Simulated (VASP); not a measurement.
# Sn (Pm-3m) in VASP: notebook, part 2 of 2

VASP 6.6.1. Earlier steps stand in the parts before.

### Step 3. Single point, PBE (volume scaled by 0.92)

Contents of INCAR:

```
SYSTEM = Sn
ALGO     = Normal         ! electronic algorithm
EDIFF    = 1E-6           ! SCF threshold, eV
ENCUT    = 520            ! plane-wave cutoff, eV
GGA      = PE             ! functional
ISIF     = 2              ! what is computed and relaxed
ISMEAR   = -1             ! smearing method
LASPH    = .TRUE.         ! aspherical terms in the spheres
LCHARG   = .TRUE.         ! write CHGCAR
LELF     = .TRUE.         ! ELF
LREAL    = .FALSE.        ! projectors in reciprocal space
LVHAR    = .TRUE.       
LWAVE    = .FALSE.        ! write WAVECAR
NBANDS   = 13             ! bands
NELM     = 100            ! most SCF steps
PREC     = Accurate       ! precision mode
SIGMA    = 0.08           ! smearing width, eV
```

Contents of KPOINTS:

```
k-points
0
G
  12 12 12
  0 0 0
```

Contents of POSCAR:

```
Sn
1.0
    3.0054500072      0.0000000000      0.0000000000
    0.0000000000      3.0054500072      0.0000000000
    0.0000000000      0.0000000000      3.0054500072
Sn
1
Direct
    0.0000000000      0.0000000000      0.0000000000
```

Potentials or basis: VASP PAW PBE potentials, release 64 (Sn_d).

Command:

```console
cat potpaw_PBE.64/Sn_d/POTCAR > POTCAR
mpirun -np 1 vasp_std > vasp.out
```

OUTCAR:

```text
SYSTEM = Sn
   EDIFF = 1E-6
   ENCUT = 520
   GGA = PE
   ISIF = 2
   ISMEAR = -1
   LASPH = .TRUE.
   LREAL = .FALSE.
   NELM = 100
   PREC = Accurate

 ion  position               nearest neighbor table
   1  0.000  0.000  0.000-

  LATTYP: Found a simple cubic cell.
 ALAT       =     3.0054500072

  Lattice vectors:

 A1 = (   3.0054500072,   0.0000000000,   0.0000000000)
 A2 = (   0.0000000000,   3.0054500072,   0.0000000000)
 A3 = (   0.0000000000,   0.0000000000,   3.0054500072)

Analysis of symmetry for initial positions (statically):
=====================================================================
 Subroutine PRICEL returns:
 Original cell was already a primitive cell.

 Routine SETGRP: Setting up the symmetry group for a
 simple cubic supercell.

 Subroutine GETGRP returns: Found 48 space group operations
 (whereof 48 operations were pure point group operations)
 out of a pool of 48 trial point group operations.

The static configuration has the point symmetry O_h .

Analysis of symmetry for dynamics (positions and initial velocities):
=====================================================================
 Subroutine PRICEL returns:
 Original cell was already a primitive cell.

 Routine SETGRP: Setting up the symmetry group for a
 simple cubic supercell.

 Subroutine GETGRP returns: Found 48 space group operations
 (whereof 48 operations were pure point group operations)
 out of a pool of 48 trial point group operations.

The dynamic configuration has the point symmetry O_h .

 Subroutine INISYM returns: Found 48 space group operations
 (whereof 48 operations are pure point group operations),
 and found     1 'primitive' translations

----------------------------------------------------------------------------------------

                                     Primitive cell

  volume of cell :      27.1474

  direct lattice vectors                    reciprocal lattice vectors
     3.005450007  0.000000000  0.000000000     0.332728875  0.000000000  0.000000000
     0.000000000  3.005450007  0.000000000     0.000000000  0.332728875  0.000000000
     0.000000000  0.000000000  3.005450007     0.000000000  0.000000000  0.332728875

  length of vectors
     3.005450007  3.005450007  3.005450007     0.332728875  0.332728875  0.332728875

  position of ions in fractional coordinates (direct lattice)
     0.000000000  0.000000000  0.000000000

  ion indices of the primitive-cell ions
   primitive index   ion index
                 1           1

----------------------------------------------------------------------------------------

 KPOINTS: k-points

Automatic generation of k-mesh.
 Grid dimensions read from file:
 generate k-points for:   12   12   12

 Generating k-lattice:

  Cartesian coordinates                     Fractional coordinates (reciprocal lattice)
     0.027727406  0.000000000  0.000000000     0.083333333  0.000000000  0.000000000
     0.000000000  0.027727406  0.000000000     0.000000000  0.083333333  0.000000000
     0.000000000  0.000000000  0.027727406     0.000000000  0.000000000  0.083333333

  Length of vectors
     0.027727406  0.027727406  0.027727406

  Shift w.r.t. Gamma in fractional coordinates (k-lattice)
     0.000000000  0.000000000  0.000000000

 Subroutine IBZKPT returns following result:
 ===========================================

 Found     84 irreducible k-points:

 Following reciprocal coordinates:
            Coordinates               Weight
  0.000000  0.000000  0.000000      1.000000
  0.083333  0.000000  0.000000      6.000000
  0.166667  0.000000  0.000000      6.000000
  0.250000  0.000000  0.000000      6.000000
  0.333333  0.000000  0.000000      6.000000
  0.416667  0.000000  0.000000      6.000000
[... 16 lines left out ...]
  0.333333  0.333333  0.000000     12.000000
  0.416667  0.333333  0.000000     24.000000
 [... further k-points ...]
   k-points           NKPTS =     84   k-points in BZ     NKDIM =     84   number of bands    NBANDS=     13
   number of dos      NEDOS =    301   number of ions     NIONS =      1
   total plane-waves  NPLWV =  13824
   dimension x,y,z NGX =    24 NGY =   24 NGZ =   24
   dimension x,y,z NGXF=    48 NGYF=   48 NGZF=   48
   ions per type =               1
   NGX,Y,Z   is equivalent  to a cutoff of  13.28, 13.28, 13.28 a.u.
   NGXF,Y,Z  is equivalent  to a cutoff of  26.55, 26.55, 26.55 a.u.
 SYSTEM =  Sn
   PREC   = accura    normal or accurate (medium, high low for compatibility)
   ISTART =      0    job   : 0-new  1-cont  2-samecut
   ICHARG =      2    charge: 1-file 2-atom 10-const
   ISPIN  =      1    spin polarized calculation?
   LNONCOLLINEAR =      F non collinear calculations
   LSORBIT =      F    spin-orbit coupling
   LASPH  =      T    aspherical Exc in radial PAW
   ENCUT  =  520.0 eV  38.22 Ry    6.18 a.u.   5.59  5.59  5.59*2*pi/ulx,y,z
   NELM   =    100;   NELMIN=  2; NELMDL= -5     # of ELM steps
   EDIFF  = 0.1E-05   stopping-criterion for ELM
   LREAL  =      F    real-space projection
   EDIFFG = 0.1E-04   stopping-criterion for IOM
   NSW    =      0    number of steps for IOM
   IBRION =     -1    ionic relax: 0-MD 1-quasi-New 2-CG
   NFREE  =      0    steps in history (QN), initial steepest desc. (CG)
   ISIF   =      2    stress and relaxation
   ISYM   =      2    0-nonsym 1-usesym 2-fastsym
   POTIM  = 0.5000    time-step for ionic-motion
   TEBEG  =    0.0;   TEEND  =   0.0 temperature during run
   PSTRESS=    0.0 pullay stress
   NELECT =      14.0000    total number of electrons
   NUPDOWN=      -1.0000    fix difference up-down
   EMIN   =  10.00;   EMAX   =-10.00  energy-range for DOS
   EFERMI =   0.00;   METHOD = LEGACY
   ISMEAR =    -1;   SIGMA  =   0.08  broadening in eV -4-tet -1-fermi 0-gaus
   EFERMI_NEDOS =   21; number of points for ismear=-14 and -15
   IALGO  =     38    algorithm
   IMIX   =      4    mixing-type and parameters
     AMIX     =   0.40;   BMIX     =  1.00
     AMIX_MAG =   1.60;   BMIX_MAG =  1.00
  volume/ion in A,a.u.               =      27.15       183.20
  Fermi-wavevector in a.u.,A,eV,Ry     =   1.312829  2.480886 23.449896  1.723519
  Thomas-Fermi vector in A             =   2.443194
   LORBIT       =      0    0 simple, 1 ext, 2 COOP (PROOUT), +10 PAW based schemes
   GGA     = PE    functional components
   LHFCALC =     F    Hartree Fock is set to
   AEXX    =    0.0000 exact exchange contribution
   IVDW    =     0    specifies the selected vdW correction
   LEPSILON=     F    determine dielectric tensor
   LRPA    =     F    only Hartree local field effects (RPA)
 non-spin polarized calculation
  energy-cutoff  :      520.00
  volume of cell :       27.15
 maximum number of plane-waves:       748
 NGX is ok and might be reduce to    24
   NGX = 11   NGY = 11   NGZ = 11

 number of electron      14.0000004 magnetization

 Free energy of the ion-electron system (eV)
  ---------------------------------------------------
  ext. energy  EPLUGINS =         0.00000000
  ---------------------------------------------------
  free energy    TOTEN  =        -3.73387294 eV

  energy without entropy =       -3.71850830  energy(sigma->0) =       -3.72619062

 E-fermi :   7.9507     XC(G=0): -10.2579

 val. band max:        7.8910084506   @ k =   0.2500   0.1667   0.0000
 cond. band min:       7.9659214436   @ k =   0.4167   0.3333   0.0000
 fundamental gap:      0.0749129930
 Fermi energy:         7.9507131121

 k-point     1 :       0.0000    0.0000    0.0000
  band No.  band energies     occupation
      1     -13.8011      2.00000
      2     -13.8011      2.00000
      3     -13.3406      2.00000
      4     -13.3406      2.00000
      5     -13.3406      2.00000
      6      -3.2837      2.00000
      7      13.4658      0.00000
      8      13.4658      0.00000
      9      13.4658      0.00000
     10      16.7922      0.00000
     11      16.7922      0.00000
     12      18.3615      0.00000
     13      28.3267      0.00000
[... 353 lines left out ...]
 k-point    24 :       0.4167    0.3333    0.0000
  band No.  band energies     occupation
      1     -13.6365      2.00000
      2     -13.5778      2.00000
      3     -13.4427      2.00000
      4     -13.4189      2.00000
      5     -13.2978      2.00000
      6       1.2933      2.00000
      7       5.4113      2.00000
      8       7.9659      0.90523
      9      12.9617      0.00000
     10      17.9043      0.00000
     11      20.7400      0.00000
     12      22.5969      0.00000
     13      23.6387      0.00000

 [... further k-points ...]

------------------------ aborting loop because EDIFF is reached ----------------------------------------

  FORCE on cell =-STRESS in cart. coord.  units (eV):
  Direction    XX          YY          ZZ          XY          YZ          ZX
  --------------------------------------------------------------------------------------
  -------------------------------------------------------------------------------------
  Total        0.7736358      0.7736358      0.7736358     -0.0000000     -0.0000000     -0.0000000
  in kB       45.6581832     45.6581832     45.6581832     -0.0000000     -0.0000000     -0.0000000
  external PRESSURE =      45.6581832 kB  Pullay stress =       0.0000000 kB

 VOLUME and BASIS-vectors are now :
 -----------------------------------------------------------------------------
  energy-cutoff  :      520.00
  volume of cell :       27.15
      direct lattice vectors                 reciprocal lattice vectors
     3.005450007  0.000000000  0.000000000     0.332728875  0.000000000  0.000000000
     0.000000000  3.005450007  0.000000000     0.000000000  0.332728875  0.000000000
     0.000000000  0.000000000  3.005450007     0.000000000  0.000000000  0.332728875

 POSITION                                       TOTAL-FORCE (eV/Angst)
 -----------------------------------------------------------------------------------
      0.00000      0.00000      0.00000         0.000000      0.000000      0.000000
 -----------------------------------------------------------------------------------
    total drift:                                0.000000     -0.000000      0.000000

  FREE ENERGIE OF THE ION-ELECTRON SYSTEM (eV)
  ---------------------------------------------------
  free  energy   TOTEN  =        -3.7338729399 eV

  energy  without entropy=       -3.7185083016  energy(sigma->0) =       -3.72619062
```

Wall time 10 s (1 thread of Intel Xeon Platinum 8488C (Sapphire Rapids), shared host); peak memory 0.15 GiB.

What came out:

```yaml
Free_energy: -3.7339 eV
Pressure: 4.6 GPa
Band_gap_on_the_k_mesh: zero (band 7 reaches 13.47 eV, above the bottom of band 8 at 5.56 eV)
```

Caveat: the cell differs from its parent crystal (volume scaled by 0.92); spin-orbit coupling is left out, which moves the levels of the heavy elements.

### Step 4. Single point, PBE

This run uses another cell than the first one, of 29.51 Å³/atom, 1.087 times its volume.

Contents of INCAR:

```
PREC = Accurate ; ENCUT = 520
EDIFF = 1E-6 ; ISMEAR = -1
SIGMA = 0.08 ; LREAL = F
LASPH = T ; NELM = 60
ALGO = Normal ; ISIF = 2
LWAVE = F ; LCHARG = T
GGA = PE ; LELF = T
LVHAR = T ; NBANDS = 13
```

Contents of KPOINTS:

```
Automatic mesh
0
Gamma
  12 12 12
```

Contents of POSCAR:

```
Sn
1.0
    3.0901547767      0.0000000000      0.0000000000
    0.0000000000      3.0901547767      0.0000000000
    0.0000000000      0.0000000000      3.0901547767
Sn
1
Direct
    0.0000000000      0.0000000000      0.0000000000
```

Command:

```console
cat potpaw_PBE.64/Sn_d/POTCAR > POTCAR
mpirun -np 1 vasp_std > vasp.out
```

Wall time 9.1 s (1 thread of Intel Xeon Platinum 8488C (Sapphire Rapids), shared host); peak memory 0.15 GiB.

Results (log left out):

```yaml
Free_energy: -3.7656 eV
Pressure: 0.0 GPa
Band_gap_on_the_k_mesh: zero (band 7 reaches 12.15 eV, above the bottom of band 8 at 4.81 eV)
```

Levels at points of the mesh, in eV from the Fermi level:
```
           k point  band 3  band 4  band 5  band 6  band 7  band 8  band 9  band 10  band 11  band 12
(0.00, 0.00, 0.00)  -21.26  -21.26  -21.26  -10.63    5.20    5.20    5.20     8.52     8.52     9.77
(0.50, 0.00, 0.00)  -21.35  -21.33  -21.25   -7.70   -4.50    7.68    7.68    11.30    11.48    11.90
(0.50, 0.50, 0.00)  -21.34  -21.34  -21.14   -4.59   -2.14   -2.14    2.85    10.35    14.02    14.02
(0.50, 0.50, 0.50)  -21.46  -21.14  -21.14   -1.01    0.13    0.13    0.13     5.80     5.80     5.80
```

Caveat: spin-orbit coupling is left out, which moves the levels of the heavy elements.

### Step 5. Single point, PBE

This run uses another cell than the first one, of 29.51 Å³/atom, 1.087 times its volume.

Contents of INCAR:

```
SYSTEM = Sn
  ALGO = Normal
  EDIFF = 1E-7
  ENCUT = 520
  GGA = PE
  ISIF = 2
  ISMEAR = -1
  LASPH = .True.
  LCHARG = .False.
  LREAL = .False.
  LWAVE = .False.
  NBANDS = 13
  NELM = 60
  PREC = Accurate
  SIGMA = 0.08
```

Contents of KPOINTS:

```
k-points
0
Gamma
  12 12 12
  0 0 0
```

Contents of POSCAR:

```
Sn
1.0
    3.0901547768      0.0000000000      0.0000000000
    0.0000000000      3.0901547768      0.0000000000
    0.0000000000      0.0000000000      3.0901547768
Sn
1
Direct
    0.0000000000      0.0000000000      0.0000000000
```

Potentials or basis: VASP PAW PBE potentials, release 64 (Sn_d).

Command:

```console
cat potpaw_PBE.64/Sn_d/POTCAR > POTCAR
mpirun -np 1 vasp_std > vasp.out
```

OUTCAR:

```text
SYSTEM = Sn
   EDIFF = 1E-7
   ENCUT = 520
   GGA = PE
   ISIF = 2
   ISMEAR = -1
   LASPH = .True.
   LREAL = .False.
   NELM = 60
   PREC = Accurate

 ion  position               nearest neighbor table
   1  0.000  0.000  0.000-

  LATTYP: Found a simple cubic cell.
 ALAT       =     3.0901547768

  Lattice vectors:

 A1 = (   3.0901547768,   0.0000000000,   0.0000000000)
 A2 = (   0.0000000000,   3.0901547768,   0.0000000000)
 A3 = (   0.0000000000,   0.0000000000,   3.0901547768)

Analysis of symmetry for initial positions (statically):
=====================================================================
 Subroutine PRICEL returns:
 Original cell was already a primitive cell.

 Routine SETGRP: Setting up the symmetry group for a
 simple cubic supercell.

 Subroutine GETGRP returns: Found 48 space group operations
 (whereof 48 operations were pure point group operations)
 out of a pool of 48 trial point group operations.

The static configuration has the point symmetry O_h .

Analysis of symmetry for dynamics (positions and initial velocities):
[... 167 lines left out ...]
      2     -14.6659      2.00000
      3     -14.3069      2.00000
      4     -14.3069      2.00000
      5     -14.3069      2.00000
      6      -3.6797      2.00000
      7      12.1539      0.00000
      8      12.1539      0.00000
      9      12.1539      0.00000
     10      15.4669      0.00000
     11      15.4669      0.00000
     12      16.7172      0.00000
     13      26.7986      0.00000
[... 354 lines left out ...]
  band No.  band energies     occupation
      1     -14.5351      2.00000
      2     -14.4878      2.00000
      3     -14.3860      2.00000
      4     -14.3676      2.00000
      5     -14.2693      2.00000
      6       0.4937      2.00000
      7       4.6577      2.00000
      8       6.9293      1.13964
      9      11.9427      0.00000
     10      16.0885      0.00000
     11      19.3230      0.00000
     12      21.1611      0.00000
     13      22.0209      0.00000

 [... further k-points ...]

------------------------ aborting loop because EDIFF is reached ----------------------------------------

  FORCE on cell =-STRESS in cart. coord.  units (eV):
  Direction    XX          YY          ZZ          XY          YZ          ZX
  --------------------------------------------------------------------------------------
  -------------------------------------------------------------------------------------
  Total       -0.0108206     -0.0108206     -0.0108206     -0.0000000      0.0000000     -0.0000000
  in kB       -0.5875196     -0.5875196     -0.5875196     -0.0000000      0.0000000     -0.0000000
  external PRESSURE =      -0.5875196 kB  Pullay stress =       0.0000000 kB

 VOLUME and BASIS-vectors are now :
 -----------------------------------------------------------------------------
  energy-cutoff  :      520.00
  volume of cell :       29.51
      direct lattice vectors                 reciprocal lattice vectors
     3.090154777  0.000000000  0.000000000     0.323608386  0.000000000  0.000000000
     0.000000000  3.090154777  0.000000000     0.000000000  0.323608386  0.000000000
     0.000000000  0.000000000  3.090154777     0.000000000  0.000000000  0.323608386

 POSITION                                       TOTAL-FORCE (eV/Angst)
 -----------------------------------------------------------------------------------
      0.00000      0.00000      0.00000         0.000000      0.000000      0.000000
 -----------------------------------------------------------------------------------
    total drift:                                0.000000     -0.000000      0.000000

  FREE ENERGIE OF THE ION-ELECTRON SYSTEM (eV)
  ---------------------------------------------------
  free  energy   TOTEN  =        -3.7655609187 eV

  energy  without entropy=       -3.7487910678  energy(sigma->0) =       -3.75717599
```

Run time: 12 s. Hardware: 1 thread of Intel Xeon Platinum 8488C (Sapphire Rapids), shared host; peak memory 0.15 GiB.

Results:

```yaml
Free_energy: -3.7656 eV
Pressure: -0.1 GPa
Band_gap_on_the_k_mesh: zero (band 7 reaches 12.15 eV, above the bottom of band 8 at 4.81 eV)
```

Caveat: spin-orbit coupling is left out, which moves the levels of the heavy elements.
